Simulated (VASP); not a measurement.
Input of a VASP 6.6.1 run:

INCAR

```
PREC = Accurate ; ENCUT = 520
EDIFF = 1E-7 ; ISMEAR = 0
SIGMA = 0.02 ; LREAL = False
LASPH = True ; NELM = 80
ALGO = Normal ; ISIF = 2
LWAVE = False ; LCHARG = False
GGA = PE ; IVDW = 13
NBANDS = 26
```

KPOINTS

```
Automatic mesh
0
Gamma
  12 12 6
```

POSCAR

```
GaN
1.0
    3.2183708151      0.0000000000      0.0000000000
   -1.6091854076      2.7871908847      0.0000000000
    0.0000000000      0.0000000000      5.2431684049
Ga N
2 2
Direct
    0.6666666667      0.3333333333      0.4991348624
    0.3333333333      0.6666666667      0.9991348624
    0.6666666667      0.3333333333      0.8758651376
    0.3333333333      0.6666666667      0.3758651376
```

Potentials or basis: VASP PAW PBE potentials, release 64 (Ga_d, N).

Command:

```console
$ cat potpaw_PBE.64/Ga_d/POTCAR potpaw_PBE.64/N/POTCAR > POTCAR
$ mpirun -np 1 vasp_std > vasp.out
```

Problem. Predict the pressure.

Solution. -5.3 GPa.

Problem. Predict the band gap on the k mesh.

Solution. 1.72 eV, direct.

Stress tensor (GPa, compression positive):
```
-5.30  0.00  0.00
 0.00 -5.30  0.00
 0.00  0.00 -5.22
```

Expect the measured gap to be larger: semilocal functionals such as PBE lack the derivative discontinuity.
